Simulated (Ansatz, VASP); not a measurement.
One calculation of KRu4O, two programs

```
K Ru O
1.0
     0.00000    3.68324    3.68324
     3.68324    0.00000    3.68324
     3.68324    3.68324    0.00000
K Ru O
1 4 1
Direct
  0.00000 0.00000 0.00000
  0.62376 0.62376 0.12873
  0.62376 0.62376 0.62376
  0.12873 0.62376 0.62376
  0.62376 0.12873 0.62376
  0.25000 0.25000 0.25000
```

Alike in both runs: task single point; functional PBE; k mesh 10 × 10 × 10; occupations gaussian, width 0.1 eV; no spin polarisation.

|  | VASP | Ansatz |
| --- | --- | --- |
| version | VASP 6.6.1 | Ansatz 0.2.0 |
| potentials or method | VASP PAW PBE potentials, release 64 (K_sv, Ru_pv, O), cutoff 520 eV | scalar-relativistic, plane waves, PAW |
| valence electrons in the cell | 71 | 79 |

|  | VASP | Ansatz | Ansatz less VASP |
| --- | --- | --- | --- |
| gap on the k mesh at the Fermi level (eV) | none | none | - |
| pressure (GPa) | 0.1 | 0.0 | -0.13 |
| rms of the force components (eV/Å) | 0.004 | 0.001 | -0.0025 |

Atom by atom the forces differ by 0.005 eV/Å (rms over components). A gap of «none» marks a metal or a gap that the smearing closes. VASP's potentials hold 71 valence electrons a cell and Ansatz's 79, so a difference there can come from the potentials and not from the codes.
